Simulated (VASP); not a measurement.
Here is a VASP 6.6.1 calculation.

Contents of POSCAR:

```
Sb
1.0
    1.8957264029      1.8957264029      1.8957264029
   -1.8957264029      1.8957264029      1.8957264029
   -1.8957264029     -1.8957264029      1.8957264029
Sb
1
Direct
    0.0000000000      0.0000000000      0.0000000000
```

The input INCAR.step1:

```
SYSTEM = Sb
  PREC = Accurate
  ENCUT = 520
  ISMEAR = -1
  SIGMA = 0.1
  LREAL = .False.
  LASPH = .True.
  NELM = 60
  NBANDS = 8
  GGA = PE
  ALGO = Normal
  EDIFF = 1E-4
  LWAVE = .True.
  LCHARG = .False.
```

Contents of INCAR.step2:

```
SYSTEM = Sb
  PREC = Accurate
  ENCUT = 520
  EDIFF = 1E-6
  ISMEAR = -1
  SIGMA = 0.1
  LREAL = .False.
  LASPH = .True.
  NELM = 60
  ALGO = Normal
  ISIF = 2
  LWAVE = .False.
  LCHARG = .False.
  METAGGA = R2SCAN
  LMIXTAU = .True.
  NBANDS = 8
  ISTART = 1
```

Contents of KPOINTS:

```
regular mesh
0
Gamma
  8 8 8
  0 0 0
```

Potentials or basis: VASP PAW PBE potentials, release 64 (Sb).

Launch:

```console
$ cat potpaw_PBE.64/Sb/POTCAR > POTCAR
$ cp INCAR.step1 INCAR
$ mpirun -np 1 vasp_std > vasp.out
$ cp INCAR.step2 INCAR
$ mpirun -np 1 vasp_std > vasp.out
```

(1) Estimate the pressure.

Answers

(1) -0.9 GPa.

Caveat: the PAW data sets were made with another functional, which shifts forces and pressure a little.
